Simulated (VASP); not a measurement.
The system is TiSi2.

```xyz
3
Lattice="-1.4729 1.7121 4.2121 1.4729 -1.7121 4.2121 1.4729 1.7121 -4.2121" Properties=species:S:1:pos:R:3 pbc="T T T"
Ti    0.0000    0.0000    0.0000
Si    0.0000    0.0000    5.6448
Si    0.0000    0.0000    2.7793
```

```yaml
Program: VASP 6.6.1
Task: relaxation of cell and atoms
Functional: PBE
Potentials_or_basis: VASP PAW PBE potentials, release 64 (Ti_sv, Si)
Cutoff: 600 eV
k_mesh: 12 × 12 × 12
Occupations: fermi-dirac, width 0.05 eV
Spin: no spin polarisation
Hubbard_terms: Ti d U = 6.0 eV
```

At the start: pressure 7.3 GPa; volume 14.16 Å³/atom.

**Question.** Where does the relaxation end?

**Answer.** Over 14 steps the energy falls by 19.1 meV/atom and the volume is 14.90 Å³/atom (+5.2 %); space group Immm (No. 71, to 0.1 Å) before and after.

Step by step:
| step | energy change (eV) | largest force (eV/Å) | pressure (GPa) | volume (Å³) |
| --- | --- | --- | --- | --- |
| 1 | 0.0000 | 0.2532 | 7.34 | 42.49 |
| 2 | -0.0210 | 0.0473 | -5.05 | 46.61 |
| 3 | -0.0511 | 0.1259 | -0.18 | 44.74 |
| 4 | -0.0510 | 0.1279 | -0.05 | 44.70 |
| 5 | -0.0531 | 0.0917 | 0.03 | 44.67 |
| 6 | -0.0548 | 0.0352 | 0.24 | 44.61 |
| 7 | -0.0560 | 0.0293 | -0.26 | 44.78 |
| 8 | -0.0562 | 0.0268 | -0.52 | 44.88 |
| 9 | -0.0568 | 0.0241 | -0.12 | 44.74 |
| 10 | -0.0569 | 0.0227 | 0.02 | 44.69 |
| 11 | -0.0571 | 0.0128 | 0.07 | 44.67 |
| 12 | -0.0571 | 0.0048 | 0.19 | 44.65 |
| 13 | -0.0572 | 0.0106 | -0.10 | 44.76 |
| 14 | -0.0572 | 0.0077 | 0.00 | 44.71 |

Final structure:
```
Ti Si
1.0
    -1.52612    1.71024    4.28267
     1.52612   -1.71024    4.28267
     1.52612    1.71024   -4.28267
Ti Si
1 2
Direct
  0.00000 0.00000 0.00000
  0.67513 0.67513 0.00000
  0.32487 0.32487 0.00000
```

Caveat: U without spin polarisation on a metal has little footing; the U is typed as a test and isn't derived for this compound.
